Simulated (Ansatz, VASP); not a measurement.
## InTe4: VASP beside Ansatz

```xyz
5
Lattice="5.8382 0.0000 0.0000 -2.9191 5.0561 0.0000 0.0000 0.0000 5.3460" Properties=species:S:1:pos:R:3 pbc="T T T"
In    0.0000    0.0000    2.6730
Te    2.9191    0.0000    0.0000
Te   -1.4596    2.5280    0.0000
Te    1.4596    2.5280    0.0000
Te    0.0000    0.0000    0.0000
```

Alike in both runs: task single point; functional PBE; k mesh 3 × 3 × 4; occupations gaussian, width 0.1 eV; no spin polarisation.

|  | VASP | Ansatz |
| --- | --- | --- |
| version | VASP 6.6.1 | Ansatz 0.2.0 |
| potentials or method | VASP PAW PBE potentials, release 64 (In_d, Te), cutoff 520 eV | scalar-relativistic, plane waves, PAW |
| valence electrons in the cell | 37 | 77 |

```csv
,VASP,Ansatz,Ansatz less VASP
gap on the k mesh at the Fermi level (eV),none,none,-
pressure (GPa),19.0,18.9,-0.09
"traceless stress, the component that is largest in VASP (GPa)",-7.68,-7.59,+0.086
```

A gap of «none» marks a metal or a gap that the smearing closes. VASP's potentials hold 37 valence electrons a cell and Ansatz's 77, so a difference there can come from the potentials and not from the codes.

The k mesh is coarse, so the values compare programs but aren't converged. Neither program's run includes spin-orbit coupling.
